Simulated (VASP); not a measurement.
Wanted: the native input for a VASP 6.6.1 run.

| Quantity | Value |
| --- | --- |
| Task | single point |
| Functional | r2SCAN |
| Potentials or basis | VASP PAW PBE potentials, release 64 (Si, C) |
| Cutoff | 520 eV |
| k mesh | 10 × 10 × 10 |
| Occupations | gaussian, width 0.01 eV |
| Spin | no spin polarisation |
| Dipole correction | no |
| Further INCAR settings | ALGO = Normal; EDIFF = 1e-06; NBANDS = 11 |

Crystal: SiC.

```
Si C
1.0
     0.00000    2.09093    2.23231
     2.09093    0.00000    2.23231
     2.09093    2.09093    0.00000
Si C
1 1
Direct
  0.00000 0.00000 0.00000
  0.25000 0.25000 0.25000
```

This cell differs from its parent crystal: epitaxial xy strain -4.0%.

One way to write it, as run:

POSCAR

```
SiC
1.0
    0.0000000000      2.0909302570      2.2323129173
    2.0909302570      0.0000000000      2.2323129173
    2.0909302570      2.0909302570      0.0000000000
Si C
1 1
Direct
    0.0000000000      0.0000000000      0.0000000000
    0.2500000000      0.2500000000      0.2500000000
```

INCAR.step1

```
SYSTEM = SiC
  PREC = Accurate
  ENCUT = 520
  ISMEAR = 0
  SIGMA = 0.01
  LREAL = .False.
  LASPH = .True.
  NELM = 60
  NBANDS = 11
  GGA = PE
  ALGO = Normal
  EDIFF = 1E-4
  LWAVE = .True.
  LCHARG = .False.
```

INCAR.step2

```
SYSTEM = SiC
  PREC = Accurate
  ENCUT = 520
  EDIFF = 1E-6
  ISMEAR = 0
  SIGMA = 0.01
  LREAL = .False.
  LASPH = .True.
  NELM = 60
  ALGO = Normal
  ISIF = 2
  LWAVE = .False.
  LCHARG = .True.
  METAGGA = R2SCAN
  LMIXTAU = .True.
  LELF = .True.
  LVHAR = .True.
  NBANDS = 11
  ISTART = 1
```

KPOINTS

```
Automatic mesh
0
Gamma
  10 10 10
  0 0 0
```

Potentials or basis: VASP PAW PBE potentials, release 64 (Si, C).

The run is started by

```bash
$ cat potpaw_PBE.64/Si/POTCAR potpaw_PBE.64/C/POTCAR > POTCAR
$ cp INCAR.step1 INCAR
$ mpirun -np 1 vasp_std > vasp.out
$ cp INCAR.step2 INCAR
$ mpirun -np 1 vasp_std > vasp.out
```

Results of the run:

The pressure is 13.9 GPa and the band gap on the k mesh is 1.31 eV, indirect (least direct gap 5.06 eV).

Caveat: the cell differs from its parent crystal (epitaxial xy strain -4.0%); the PAW data sets were made with another functional, which shifts forces and pressure a little.

Run time: 2.3 min on 1 thread of AMD EPYC 7R13, on a shared host, peak memory 0.12 GiB.
